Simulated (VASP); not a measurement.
# BeTe (r.bs): single point with r2SCAN

The system is BeTe (r.bs).

```
Be Te
1.0
     0.00000    2.82877    2.82877
     2.82877    0.00000    2.82877
     2.82877    2.82877    0.00000
Be Te
1 1
Direct
  0.00000 0.00000 0.00000
  0.25000 0.25000 0.25000
```

```
Program             : VASP 6.6.1
Task                : single point
Functional          : r2SCAN
Potentials or basis : VASP PAW PBE potentials, release 64 (Be, Te)
Cutoff              : 660 eV
k mesh              : 8 × 8 × 8
Occupations         : gaussian, width 0.02 eV
Spin                : no spin polarisation
```

| Quantity | Value |
| --- | --- |
| Pressure | 0.2 GPa |
| Band gap on the k mesh | 2.37 eV, indirect (least direct gap 4.03 eV) |

Levels at points of the mesh, in eV from the valence-band top:
| k point | band 2 | band 3 | band 4 | band 5 | band 6 | band 7 |
| --- | --- | --- | --- | --- | --- | --- |
| (0.00, 0.00, 0.00) | 0.00 | 0.00 | 0.00 | 4.03 | 4.03 | 4.03 |
| (0.50, 0.00, 0.00) | -5.67 | -1.15 | -1.15 | 3.51 | 5.02 | 5.02 |
| (0.50, 0.50, 0.00) | -5.27 | -2.69 | -2.69 | 2.37 | 3.01 | 10.48 |

It took 29 s on 1 thread of Intel(R) Xeon(R) 6975P-C (Granite Rapids), with other jobs on the host, peak memory 0.22 GiB.

Caveat: the PAW data sets were made with another functional, which shifts forces and pressure a little; spin-orbit coupling is left out, which moves the levels of the heavy elements. r2SCAN opens gaps a little over a GGA but as a rule still falls short of measured ones.
